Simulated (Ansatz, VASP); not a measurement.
# Two plane-wave programs on TaF3

The input INCAR:

```
PREC = Accurate
ENCUT = 520
EDIFF = 1E-7
ISMEAR = 0
SIGMA = 0.15
LREAL = False
LASPH = True
NELM = 60
ALGO = Normal
ISIF = 2
LWAVE = False
LCHARG = False
GGA = PS
NBANDS = 24
```

File KPOINTS:

```
Automatic mesh
0
Gamma
  12 12 12
```

Contents of POSCAR:

```
TaF3
1.0
    3.7841640000      0.0000000000      0.0000000000
    0.0000000000      3.7841640000      0.0000000000
    0.0000000000      0.0000000000      3.8426820000
Ta F
1 3
Direct
    0.0000000000      0.0000000000      0.0000000000
    0.5000000000      0.0000000000      0.0000000000
    0.0000000000      0.5000000000      0.0000000000
    0.0000000000      0.0000000000      0.5000000000
```

Input for Ansatz:

```yaml
crystal:
  lattice:
    - [3.784164, 0.0, 0.0]
    - [0.0, 3.784164, 0.0]
    - [0.0, 0.0, 3.842682]
  atoms:
    - { symbol: Ta, position: [0.0, 0.0, 0.0] }
    - { symbol: F, position: [0.5, 0.0, 0.0] }
    - { symbol: F, position: [0.0, 0.5, 0.0] }
    - { symbol: F, position: [0.0, 0.0, 0.5] }
basis:
  ecutwfc: 420
kpoints:
  mp_grid: { grid: [12, 12, 12] }
hamiltonian:
  xc: pbesol
scf:
  occupations: { method: gaussian, width: 0.15 }
output:
  forces: true
  stress: true
  eigenvalues: true
```

Change from the starting cell: strain -0.030 along x and y, -0.015 along z, atoms carried along.

Alike in both runs: task single point; functional PBEsol; k mesh 12 × 12 × 12; occupations gaussian, width 0.15 eV; no spin polarisation.

|  | VASP | Ansatz |
| --- | --- | --- |
| version | VASP 6.6.1 | Ansatz 0.2.0 |
| potentials or method | VASP PAW PBE potentials, release 64 (Ta_pv, F), cutoff 520 eV | scalar-relativistic, plane waves, PAW |
| valence electrons in the cell | 32 | 34 |

|  | VASP | Ansatz | Ansatz less VASP |
| --- | --- | --- | --- |
| gap on the k mesh at the Fermi level (eV) | none | none | - |
| pressure (GPa) | 39.1 | 38.2 | -0.89 |
| traceless stress, the component that is largest in VASP (GPa) | -5.73 | -5.61 | +0.123 |

VASP's potentials were made for PBE, not for PBEsol. A gap of «none» marks a metal or a gap that the smearing closes. Both programs put the cell under a high pressure, so it lies far from rest at this level. With one functional, cell and mesh, what is left measures potentials, basis and numerics. VASP's potentials hold 32 valence electrons a cell and Ansatz's 34, so a difference there can come from the potentials and not from the codes.

Spin-orbit coupling is off throughout.
